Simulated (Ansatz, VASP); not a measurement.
# One calculation of La, two programs

```
La
1.0
     5.95474    0.00000    0.00000
    -2.97737    5.15696    0.00000
     0.00000    0.00000    3.63331
La
3
Direct
  0.00000 0.00000 0.00000
  0.33333 0.66667 0.50000
  0.66667 0.33333 0.50000
```

Alike in both runs: functional PBE; k mesh 7 × 7 × 9; occupations fermi-dirac, width 0.08 eV; no spin polarisation.

Ansatz relaxed the structure, and its values are those at the end. VASP's run is a single point on that final structure, the one shown.

|  | VASP | Ansatz |
| --- | --- | --- |
| version | VASP 6.6.1 | Ansatz 0.2.0 |
| potentials or method | VASP PAW PBE potentials, release 64 (La) | PAW with Ansatz's default frozen-core files, scalar-relativistic |
| plane-wave cutoff (eV) | 500 | 420 |
| valence electrons in the cell | 33 | 33 |

|  | VASP | Ansatz | Ansatz less VASP |
| --- | --- | --- | --- |
| pressure (GPa) | 0.0 | 0.0 | -0.05 |

With one functional, cell and mesh, what is left measures potentials, basis and numerics.

Spin-orbit coupling is off throughout.
